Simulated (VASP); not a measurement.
Input of a VASP 6.6.1 run:

File INCAR:

```
PREC     = Accurate       # precision mode
ENCUT    = 520            # plane-wave cutoff, eV
EDIFF    = 1E-6           # SCF threshold, eV
ISMEAR   = 0              # smearing method
SIGMA    = 0.1            # smearing width, eV
LREAL    = F              # projectors in reciprocal space
LASPH    = T              # aspherical terms in the spheres
NELM     = 80             # most SCF steps
ALGO     = Normal         # electronic algorithm
ISIF     = 2              # what is computed and relaxed
LWAVE    = F              # write WAVECAR
LCHARG   = F              # write CHGCAR
GGA      = PE             # functional
NBANDS   = 30             # bands
```

Contents of KPOINTS:

```
Automatic mesh
0
Gamma
  4 4 2
```

POSCAR

```
BeSe3
1.0
   -5.2262309847     -0.0045737803      0.2382370669
   -0.0049842433     -5.2243592073     -0.1183651127
   -0.5362190602     -0.9501841507      7.4513206176
Be Se
2 6
Direct
    0.0032198499      0.0030263833      0.0000558327
    0.5030574566      0.5034817580      0.0001971616
    0.2665853884      0.2929780060      0.8304238143
    0.7957252383      0.7639399720      0.8300239169
    0.7081277785      0.2109922154      0.1683550835
    0.2351631960      0.7386201802      0.1685351789
    0.9396963043      0.4441336079      0.3567861132
    0.5484247883      0.0428278772      0.6456228991
```

Potentials or basis: VASP PAW PBE potentials, release 64 (Be, Se).

Command:

```sh
$ cat potpaw_PBE.64/Be/POTCAR potpaw_PBE.64/Se/POTCAR > POTCAR
$ mpirun -np 1 vasp_std > vasp.out
```

**Question.** Predict the largest force.

**Answer.** 0.022 eV/Å.

**Question.** What does it give for the pressure?

**Answer.** 0.1 GPa.

Forces in eV/Å, atoms in the order of the input:
```
Be   0.010 -0.003 -0.001
Be   0.000  0.002 -0.001
Se   0.009 -0.011 -0.001
Se  -0.006  0.016  0.002
Se   0.012  0.007 -0.002
Se  -0.009 -0.004  0.004
Se  -0.010 -0.007  0.018
Se  -0.005  0.000 -0.020
```

Caveat: the k points lie up to 0.42 Å⁻¹ apart.
